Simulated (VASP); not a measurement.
A run of VASP 6.6.1 is set up as follows.

POSCAR

```
SiO2
1.0
    4.6634828800      0.0000000000      0.0000000000
   -2.3317414400      4.0386946441      0.0000000000
    0.0000000000      0.0000000000      5.5745729483
Si O
3 6
Direct
    0.0000000000      0.5000000000      0.3333333333
    0.5000000000      0.5000000000      0.6666666667
    0.5000000000      0.0000000000      0.0000000000
    0.6162287376      0.8081143688      0.8333333333
    0.8081143688      0.6162287376      0.5000000000
    0.8081143688      0.1918856312      0.1666666667
    0.3837712624      0.1918856312      0.8333333333
    0.1918856312      0.3837712624      0.5000000000
    0.1918856312      0.8081143688      0.1666666667
```

File INCAR.step1:

```
SYSTEM = SiO2
  PREC = Accurate
  ENCUT = 520
  ISMEAR = 0
  SIGMA = 0.02
  LREAL = .FALSE.
  LASPH = .TRUE.
  NELM = 80
  NBANDS = 34
  GGA = PE
  ALGO = Normal
  EDIFF = 1E-4
  LWAVE = .TRUE.
  LCHARG = .FALSE.
```

File INCAR.step2:

```
SYSTEM = SiO2
  PREC = Accurate
  ENCUT = 520
  EDIFF = 1E-6
  ISMEAR = 0
  SIGMA = 0.02
  LREAL = .FALSE.
  LASPH = .TRUE.
  NELM = 80
  ALGO = Normal
  ISIF = 2
  LWAVE = .FALSE.
  LCHARG = .FALSE.
  METAGGA = R2SCAN
  LMIXTAU = .TRUE.
  NBANDS = 34
  ISTART = 1
```

File KPOINTS:

```
regular mesh
0
G
  6 6 4
  0 0 0
```

Potentials or basis: VASP PAW PBE potentials, release 64 (Si, O).

The run is started by

```console
$ cat potpaw_PBE.64/Si/POTCAR potpaw_PBE.64/O/POTCAR > POTCAR
$ cp INCAR.step1 INCAR
$ mpirun -np 1 vasp_std > vasp.out
$ cp INCAR.step2 INCAR
$ mpirun -np 1 vasp_std > vasp.out
```

Question: What does it give for the pressure?

Answer: 25.3 GPa.

Question: Estimate the largest force.

Answer: 0.018 eV/Å.

Question: What does it give for the band gap on the k mesh?

Answer: 6.33 eV.

Forces on the atoms (eV/Å):
```
Si   0.000  0.000  0.000
Si   0.000  0.000  0.000
Si   0.000  0.000  0.000
O   -0.016 -0.009  0.000
O    0.000 -0.018  0.000
O   -0.016  0.009  0.000
O    0.016  0.009  0.000
O    0.000  0.018  0.000
O    0.016 -0.009  0.000
```

Caveat: the cell stands under pressure; the PAW data sets were made with another functional, which shifts forces and pressure a little. A k mesh can miss the band edges.
